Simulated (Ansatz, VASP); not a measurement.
## One calculation of Zn, two programs

INCAR

```
SYSTEM = Zn
PREC = Accurate ; ENCUT = 520
EDIFF = 1E-6 ; ISMEAR = -1
SIGMA = 0.1 ; LREAL = .FALSE.
LASPH = .TRUE. ; NELM = 100
ALGO = Normal ; ISIF = 2
LWAVE = .FALSE. ; LCHARG = .FALSE.
LDIPOL = .TRUE. ; IDIPOL = 3
DIPOL = 0.5 0.5 0.500 ; GGA = CA
NBANDS = 25
```

File KPOINTS:

```
Automatic mesh
0
G
  16 16 1
  0 0 0
```

Contents of POSCAR:

```
Zn
1.0
    2.5745889077      0.0000000000      0.0000000000
   -1.2872944539      2.2296593984      0.0000000000
    0.0000000000      0.0000000000     15.6391000000
Zn
3
Direct
    0.0000000000      0.0000000000      0.3516827453
    0.3333333333      0.6666666667      0.4999999785
    0.0000000000      0.0000000000      0.6483172547
```

Input for Ansatz:

```yaml
crystal:
  lattice:
    - [2.5745889077, 0.0, 0.0]
    - [-1.2872944539, 2.2296593984, 0.0]
    - [0.0, 0.0, 15.6391]
  atoms:
    - { symbol: Zn, position: [0.0, 0.0, 0.3516827453] }
    - { symbol: Zn, position: [0.3333333333, 0.6666666667, 0.4999999785] }
    - { symbol: Zn, position: [0.0, 0.0, 0.6483172547] }
kpoints:
  mp_grid: { grid: [16, 16, 1] }
scf:
  occupations: { method: fermi_dirac, width: 0.1 }
hamiltonian:
  xc: lda
  pseudopotentials: { kind: paw }
output:
  forces: true
  stress: true
  eigenvalues: true
efield:
  axis: 3
  amplitude: 0
  dipole_correction: true
```

Alike in both runs: task single point; functional LDA; k mesh 16 × 16 × 1; occupations fermi-dirac, width 0.1 eV; no spin polarisation.

```csv
,VASP,Ansatz
version,VASP 6.6.1,Ansatz 0.2.0
potentials or method,"VASP PAW LDA potentials, release 64 (Zn)","PAW with Ansatz's default frozen-core files, scalar-relativistic"
plane-wave cutoff (eV),520,420
valence electrons in the cell,36,36
```

VASP gave:

| Item | Value |
| --- | --- |
| rms of the force components (eV/Å) | 0.011 |

What did Ansatz give for the same quantities?

rms of the force components (eV/Å): 0.001.

LDA's correlation is that of Perdew and Zunger in VASP and of Perdew and Wang (1992) in Ansatz. Atom by atom the forces differ by 0.010 eV/Å (rms over components). Ansatz's warnings: vacuum density over bound.
